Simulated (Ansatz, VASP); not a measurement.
**BP2 in VASP and in Ansatz**

Contents of INCAR:

```
SYSTEM = BP2
  ALGO = Normal
  EDIFF = 1E-7
  ENCUT = 520
  GGA = PE
  ISIF = 2
  ISMEAR = 0
  LASPH = .TRUE.
  LCHARG = .FALSE.
  LREAL = .FALSE.
  LWAVE = .FALSE.
  NBANDS = 22
  NELM = 100
  PREC = Accurate
  SIGMA = 0.1
```

KPOINTS

```
k-points
0
G
  6 6 6
  0 0 0
```

POSCAR

```
BP2
1.0
   -2.9212471598      2.9212471598      2.4316495163
    2.9212471598     -2.9212471598      2.4316495163
    2.9212471598      2.9212471598     -2.4316495163
B P
2 4
Direct
    0.2500000000      0.2500000000      0.0000000000
    0.7500000000      0.7500000000      0.0000000000
    0.6670000000      0.1670000000      0.8340000000
    0.1670000000      0.3330000000      0.5000000000
    0.3330000000      0.8330000000      0.1660000000
    0.8330000000      0.6670000000      0.5000000000
```

Input for Ansatz:

```yaml
crystal:
  lattice:
    - [-2.9212471598, 2.9212471598, 2.4316495163]
    - [2.9212471598, -2.9212471598, 2.4316495163]
    - [2.9212471598, 2.9212471598, -2.4316495163]
  atoms:
    - { symbol: B, position: [0.25, 0.25, 0.0] }
    - { symbol: B, position: [0.75, 0.75, 0.0] }
    - { symbol: P, position: [0.667, 0.167, 0.834] }
    - { symbol: P, position: [0.167, 0.333, 0.5] }
    - { symbol: P, position: [0.333, 0.833, 0.166] }
    - { symbol: P, position: [0.833, 0.667, 0.5] }
basis:
  ecutwfc: 420
kpoints:
  mp_grid: { grid: [6, 6, 6] }
hamiltonian:
  xc: pbe
scf:
  occupations: { method: gaussian, width: 0.1 }
  lower_state_search: "off"
output:
  forces: true
  stress: true
  eigenvalues: true
```

Alike in both runs: task single point; functional PBE; k mesh 6 × 6 × 6; occupations gaussian, width 0.1 eV; no spin polarisation.

|  | VASP | Ansatz |
| --- | --- | --- |
| version | VASP 6.6.1 | Ansatz 0.2.0 |
| potentials or method | VASP PAW PBE potentials, release 64 (B, P), cutoff 520 eV | scalar-relativistic, plane waves, PAW |
| valence electrons in the cell | 26 | 26 |

```tsv
	VASP	Ansatz	Ansatz less VASP
gap on the k mesh at the Fermi level (eV)	none	none	-
pressure (GPa)	-14.6	-14.5	+0.09
traceless stress, the component that is largest in VASP (GPa)	0.91	0.92	+0.014
rms of the force components (eV/Å)	0.095	0.093	-0.0021
```

Atom by atom the forces differ by 0.002 eV/Å (rms over components). A gap of «none» marks a metal or a gap that the smearing closes.
